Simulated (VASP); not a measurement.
# TePb (zincblende type) (F-43m) in VASP: a series of runs

The runs below take TePb (zincblende type) through single point, with PBE.

Program: VASP 6.6.1. These are calculated values, not measurements. Logs are shortened: lines on timing, memory, paths and dates and some standing lists are left out, and cuts for length are marked.

### 1 The cell of the first run

The structure is cubic, space group F-43m (No. 216). The conventional cell has a = 6.537 Å, b = 6.537 Å, c = 6.537 Å, α = 90.00°, β = 90.00°, γ = 90.00°. Pb (site symmetry -43m) has 4 Te at 2.83 Å within 3.7 Å. Te (site symmetry -43m) has 4 Pb at 2.83 Å within 3.7 Å.

### 2 Single point, PBE

File INCAR:

```
PREC = Accurate ; ENCUT = 520
EDIFF = 1E-7 ; ISMEAR = -1
SIGMA = 0.05 ; LREAL = F
LASPH = T ; NELM = 100
ALGO = Normal ; ISIF = 2
LWAVE = F ; LCHARG = F
GGA = PE ; NBANDS = 17
```

File KPOINTS:

```
regular mesh
0
Gamma
  12 12 12
```

File POSCAR:

```
TePb
1.0
    0.0000000000      3.2685713424      3.2685713424
    3.2685713424      0.0000000000      3.2685713424
    3.2685713424      3.2685713424      0.0000000000
Pb Te
1 1
Direct
    0.0000000000      0.0000000000      0.0000000000
    0.2500000000      0.2500000000      0.2500000000
```

Potentials or basis: VASP PAW PBE potentials, release 64 (Pb_d, Te).

The run is started by

```console
cat potpaw_PBE.64/Pb_d/POTCAR potpaw_PBE.64/Te/POTCAR > POTCAR
mpirun -np 1 vasp_std > vasp.out
```

OUTCAR:

```text
PREC = Accurate
   ENCUT = 520
   EDIFF = 1E-7
   ISMEAR = -1
   LREAL = F
   LASPH = T
   NELM = 100
   ISIF = 2
   GGA = PE

 ion  position               nearest neighbor table
   1  0.000  0.000  0.000-   2 2.83   2 2.83   2 2.83   2 2.83
   2  0.250  0.250  0.250-   1 2.83   1 2.83   1 2.83   1 2.83

  LATTYP: Found a face centered cubic cell.
 ALAT       =     6.5371426848

  Lattice vectors:

 A1 = (   0.0000000000,   3.2685713424,   3.2685713424)
 A2 = (   3.2685713424,   0.0000000000,   3.2685713424)
 A3 = (   3.2685713424,   3.2685713424,   0.0000000000)

Analysis of symmetry for initial positions (statically):
=====================================================================
 Subroutine PRICEL returns:
 Original cell was already a primitive cell.

 Routine SETGRP: Setting up the symmetry group for a
 face centered cubic supercell.

 Subroutine GETGRP returns: Found 24 space group operations
 (whereof 24 operations were pure point group operations)
 out of a pool of 48 trial point group operations.

The static configuration has the point symmetry T_d .

Analysis of symmetry for dynamics (positions and initial velocities):
=====================================================================
 Subroutine PRICEL returns:
 Original cell was already a primitive cell.

 Routine SETGRP: Setting up the symmetry group for a
 face centered cubic supercell.

 Subroutine GETGRP returns: Found 24 space group operations
 (whereof 24 operations were pure point group operations)
 out of a pool of 48 trial point group operations.

The dynamic configuration has the point symmetry T_d .

 Subroutine INISYM returns: Found 24 space group operations
 (whereof 24 operations are pure point group operations),
 and found     1 'primitive' translations

----------------------------------------------------------------------------------------

                                     Primitive cell

  volume of cell :      69.8399

  direct lattice vectors                    reciprocal lattice vectors
     0.000000000  3.268571342  3.268571342    -0.152972032  0.152972032  0.152972032
     3.268571342  0.000000000  3.268571342     0.152972032 -0.152972032  0.152972032
     3.268571342  3.268571342  0.000000000     0.152972032  0.152972032 -0.152972032

  length of vectors
     4.622457922  4.622457922  4.622457922     0.264955332  0.264955332  0.264955332

  position of ions in fractional coordinates (direct lattice)
     0.000000000  0.000000000  0.000000000
     0.250000000  0.250000000  0.250000000

  ion indices of the primitive-cell ions
   primitive index   ion index
                 1           1
                 2           2

----------------------------------------------------------------------------------------

 KPOINTS: regular mesh

Automatic generation of k-mesh.
 Grid dimensions read from file:
 generate k-points for:   12   12   12

 Generating k-lattice:

  Cartesian coordinates                     Fractional coordinates (reciprocal lattice)
    -0.012747669  0.012747669  0.012747669     0.083333333  0.000000000  0.000000000
     0.012747669 -0.012747669  0.012747669     0.000000000  0.083333333  0.000000000
     0.012747669  0.012747669 -0.012747669     0.000000000  0.000000000  0.083333333

  Length of vectors
     0.022079611  0.022079611  0.022079611

  Shift w.r.t. Gamma in fractional coordinates (k-lattice)
     0.000000000  0.000000000  0.000000000

 Subroutine IBZKPT returns following result:
 ===========================================

 Found     72 irreducible k-points:

 Following reciprocal coordinates:
            Coordinates               Weight
  0.000000  0.000000  0.000000      1.000000
  0.083333  0.000000  0.000000      8.000000
  0.166667  0.000000  0.000000      8.000000
  0.250000  0.000000  0.000000      8.000000
  0.333333  0.000000  0.000000      8.000000
  0.416667  0.000000  0.000000      8.000000
[... 16 lines left out ...]
  0.500000  0.166667  0.000000     24.000000
 -0.416667  0.166667  0.000000     24.000000
 [... further k-points ...]
   k-points           NKPTS =     72   k-points in BZ     NKDIM =     72   number of bands    NBANDS=     17
   number of dos      NEDOS =    301   number of ions     NIONS =      2
   total plane-waves  NPLWV =  46656
   dimension x,y,z NGX =    36 NGY =   36 NGZ =   36
   dimension x,y,z NGXF=    72 NGYF=   72 NGZF=   72
   ions per type =               1   1
   NGX,Y,Z   is equivalent  to a cutoff of  12.95, 12.95, 12.95 a.u.
   NGXF,Y,Z  is equivalent  to a cutoff of  25.89, 25.89, 25.89 a.u.
 SYSTEM =  unknown system
   PREC   = accura    normal or accurate (medium, high low for compatibility)
   ISTART =      0    job   : 0-new  1-cont  2-samecut
   ICHARG =      2    charge: 1-file 2-atom 10-const
   ISPIN  =      1    spin polarized calculation?
   LNONCOLLINEAR =      F non collinear calculations
   LSORBIT =      F    spin-orbit coupling
   LASPH  =      T    aspherical Exc in radial PAW
   ENCUT  =  520.0 eV  38.22 Ry    6.18 a.u.   8.59  8.59  8.59*2*pi/ulx,y,z
   NELM   =    100;   NELMIN=  2; NELMDL= -5     # of ELM steps
   EDIFF  = 0.1E-06   stopping-criterion for ELM
   LREAL  =      F    real-space projection
   EDIFFG = 0.1E-05   stopping-criterion for IOM
   NSW    =      0    number of steps for IOM
   IBRION =     -1    ionic relax: 0-MD 1-quasi-New 2-CG
   NFREE  =      0    steps in history (QN), initial steepest desc. (CG)
   ISIF   =      2    stress and relaxation
   ISYM   =      2    0-nonsym 1-usesym 2-fastsym
   POTIM  = 0.5000    time-step for ionic-motion
   TEBEG  =    0.0;   TEEND  =   0.0 temperature during run
   PSTRESS=    0.0 pullay stress
   NELECT =      20.0000    total number of electrons
   NUPDOWN=      -1.0000    fix difference up-down
   EMIN   =  10.00;   EMAX   =-10.00  energy-range for DOS
   EFERMI =   0.00;   METHOD = LEGACY
   ISMEAR =    -1;   SIGMA  =   0.05  broadening in eV -4-tet -1-fermi 0-gaus
   EFERMI_NEDOS =   21; number of points for ismear=-14 and -15
   IALGO  =     38    algorithm
   IMIX   =      4    mixing-type and parameters
     AMIX     =   0.40;   BMIX     =  1.00
     AMIX_MAG =   1.60;   BMIX_MAG =  1.00
  volume/ion in A,a.u.               =      34.92       235.65
  Fermi-wavevector in a.u.,A,eV,Ry     =   1.079071  2.039149 15.842558  1.164395
  Thomas-Fermi vector in A             =   2.215027
   LORBIT       =      0    0 simple, 1 ext, 2 COOP (PROOUT), +10 PAW based schemes
   GGA     = PE    functional components
   LHFCALC =     F    Hartree Fock is set to
   AEXX    =    0.0000 exact exchange contribution
   IVDW    =     0    specifies the selected vdW correction
   LEPSILON=     F    determine dielectric tensor
   LRPA    =     F    only Hartree local field effects (RPA)
 non-spin polarized calculation
  energy-cutoff  :      520.00
  volume of cell :       69.84
 maximum number of plane-waves:      1899
   NGX = 17   NGY = 17   NGZ = 17

 number of electron      20.0000002 magnetization

 Free energy of the ion-electron system (eV)
  ---------------------------------------------------
  ext. energy  EPLUGINS =         0.00000000
  ---------------------------------------------------
  free energy    TOTEN  =        -5.99593607 eV

  energy without entropy =       -5.99065934  energy(sigma->0) =       -5.99329770

 E-fermi :   6.1907     XC(G=0):  -8.8654

 val. band max:        6.1691937973   @ k =  -0.3333   0.4167   0.1667
 cond. band min:       6.2482814541   @ k =   0.3333   0.3333   0.0000
 fundamental gap:      0.0790876568
 Fermi energy:         6.1906635790

 k-point     1 :       0.0000    0.0000    0.0000
  band No.  band energies     occupation
      1     -11.2980      2.00000
      2     -11.2980      2.00000
      3     -11.2980      2.00000
      4     -11.1982      2.00000
      5     -11.1982      2.00000
      6      -7.5199      2.00000
[... 9 lines left out ...]
     16      13.2574      0.00000
     17      13.8633      0.00000

 k-point     2 :       0.0833    0.0000    0.0000
  band No.  band energies     occupation
      1     -11.3020      2.00000
      2     -11.2965      2.00000
      3     -11.2965      2.00000
      4     -11.1983      2.00000
      5     -11.1983      2.00000
      6      -7.4580      2.00000
[... 9 lines left out ...]
     16      12.7928      0.00000
     17      13.5960      0.00000

 k-point     3 :       0.1667    0.0000    0.0000
  band No.  band energies     occupation
      1     -11.3126      2.00000
      2     -11.2926      2.00000
      3     -11.2926      2.00000
      4     -11.1983      2.00000
      5     -11.1983      2.00000
      6      -7.2776      2.00000
[... 9 lines left out ...]
     16      12.3783      0.00000
     17      13.2936      0.00000

 k-point     4 :       0.2500    0.0000    0.0000
  band No.  band energies     occupation
      1     -11.3269      2.00000
      2     -11.2874      2.00000
      3     -11.2874      2.00000
      4     -11.1981      2.00000
      5     -11.1981      2.00000
      6      -6.9967      2.00000
[... 9 lines left out ...]
     16      12.2996      0.00000
     17      13.7572      0.00000

 k-point     5 :       0.3333    0.0000    0.0000
  band No.  band energies     occupation
      1     -11.3409      2.00000
      2     -11.2827      2.00000
      3     -11.2827      2.00000
      4     -11.1974      2.00000
      5     -11.1974      2.00000
      6      -6.6556      2.00000
[... 9 lines left out ...]
     16      12.6155      0.00000
     17      14.7306      0.00000

 k-point     6 :       0.4167    0.0000    0.0000
  band No.  band energies     occupation
      1     -11.3509      2.00000
      2     -11.2795      2.00000
      3     -11.2795      2.00000
      4     -11.1967      2.00000
      5     -11.1967      2.00000
      6      -6.3413      2.00000
[... 9 lines left out ...]
     16      13.2416      0.00000
     17      14.4838      0.00000
[... 281 lines left out ...]
 k-point    21 :       0.3333    0.1667    0.0000
  band No.  band energies     occupation
      1     -11.3469      2.00000
      2     -11.2787      2.00000
      3     -11.2768      2.00000
      4     -11.2039      2.00000
      5     -11.1939      2.00000
      6      -6.6800      2.00000
[... 9 lines left out ...]
     16      13.5132      0.00000
     17      14.7070      0.00000

 k-point    22 :       0.4167    0.1667    0.0000
  band No.  band energies     occupation
      1     -11.3563      2.00000
      2     -11.2759      2.00000
      3     -11.2732      2.00000
      4     -11.2031      2.00000
      5     -11.1938      2.00000
      6      -6.3421      2.00000
[... 9 lines left out ...]
     16      13.8850      0.00000
     17      14.6186      0.00000

 k-point    23 :       0.5000    0.1667    0.0000
  band No.  band energies     occupation
      1     -11.3614      2.00000
      2     -11.2745      2.00000
      3     -11.2719      2.00000
      4     -11.2013      2.00000
      5     -11.1948      2.00000
      6      -6.0751      2.00000
[... 9 lines left out ...]
     16      13.8403      0.00000
     17      14.1973      0.00000

 k-point    24 :      -0.4167    0.1667    0.0000
  band No.  band energies     occupation
      1     -11.3611      2.00000
      2     -11.2743      2.00000
      3     -11.2729      2.00000
      4     -11.1992      2.00000
      5     -11.1966      2.00000
      6      -6.0337      2.00000
[... 9 lines left out ...]
     16      13.1829      0.00000
     17      14.8920      0.00000

 [... further k-points ...]
[... 5 lines left out ...]
  --------------------------------------------------------------------------------------
  -------------------------------------------------------------------------------------
  Total        7.3848451      7.3848451      7.3848451      0.0000000     -0.0000000      0.0000000
  in kB      169.4135229    169.4135229    169.4135229      0.0000000     -0.0000000      0.0000000
  external PRESSURE =     169.4135229 kB  Pullay stress =       0.0000000 kB

 VOLUME and BASIS-vectors are now :
 -----------------------------------------------------------------------------
  energy-cutoff  :      520.00
  volume of cell :       69.84
      direct lattice vectors                 reciprocal lattice vectors
     0.000000000  3.268571342  3.268571342    -0.152972032  0.152972032  0.152972032
     3.268571342  0.000000000  3.268571342     0.152972032 -0.152972032  0.152972032
     3.268571342  3.268571342  0.000000000     0.152972032  0.152972032 -0.152972032

 POSITION                                       TOTAL-FORCE (eV/Angst)
 -----------------------------------------------------------------------------------
      0.00000      0.00000      0.00000         0.000000      0.000000      0.000000
      1.63429      1.63429      1.63429        -0.000000     -0.000000     -0.000000
 -----------------------------------------------------------------------------------
    total drift:                                0.000000      0.000000      0.000000

  FREE ENERGIE OF THE ION-ELECTRON SYSTEM (eV)
  ---------------------------------------------------
  free  energy   TOTEN  =        -5.9959360670 eV

  energy  without entropy=       -5.9906593393  energy(sigma->0) =       -5.99329770
```

Run time: 73 s. Hardware: 1 thread of Intel Xeon Platinum 8488C (Sapphire Rapids), shared host; peak memory 0.25 GiB.

What came out:

```yaml
Free_energy: -5.9959 eV
Pressure: 16.9 GPa
Band_gap_on_the_k_mesh: zero (band 10 reaches 6.41 eV, above the bottom of band 11 at 5.93 eV)
```

Caveat: spin-orbit coupling is left out, which moves the levels of the heavy elements.

### 3 Single point, PBE

File INCAR:

```
SYSTEM = TePb
PREC = Accurate ; ENCUT = 520
EDIFF = 1E-7 ; ISMEAR = -1
SIGMA = 0.05 ; LREAL = .FALSE.
LASPH = .TRUE. ; NELM = 100
ALGO = Normal ; ISIF = 2
LWAVE = .FALSE. ; LCHARG = .FALSE.
GGA = PE ; NBANDS = 17
```

File KPOINTS:

```
Automatic mesh
0
G
  12 12 12
  0 0 0
```

POSCAR is that of step 2.

Potentials or basis: VASP PAW PBE potentials, release 64 (Pb_d, Te).

The run is started by

```console
cat potpaw_PBE.64/Pb_d/POTCAR potpaw_PBE.64/Te/POTCAR > POTCAR
mpirun -np 1 vasp_std > vasp.out
```

It took 71 s on 1 thread of Intel Xeon Platinum 8488C (Sapphire Rapids), shared host; peak memory 0.25 GiB.

Results (log left out):

```yaml
Free_energy: -5.9959 eV
Pressure: 16.9 GPa
Band_gap_on_the_k_mesh: zero (band 10 reaches 6.41 eV, above the bottom of band 11 at 5.93 eV)
```

Levels at points of the mesh, in eV from the Fermi level:
| k point | band 7 | band 8 | band 9 | band 10 | band 11 | band 12 | band 13 | band 14 |
| --- | --- | --- | --- | --- | --- | --- | --- | --- |
| (0.00, 0.00, 0.00) | -5.25 | -2.31 | -2.31 | -2.31 | 1.04 | 1.04 | 1.04 | 3.72 |
| (0.50, 0.00, 0.00) | -8.92 | -3.21 | -3.21 | -2.59 | 2.07 | 2.07 | 4.58 | 5.59 |
| (0.50, 0.50, 0.00) | -9.72 | -4.29 | -4.29 | -1.07 | -0.26 | 5.60 | 5.60 | 6.08 |

Caveat: spin-orbit coupling is left out, which moves the levels of the heavy elements.
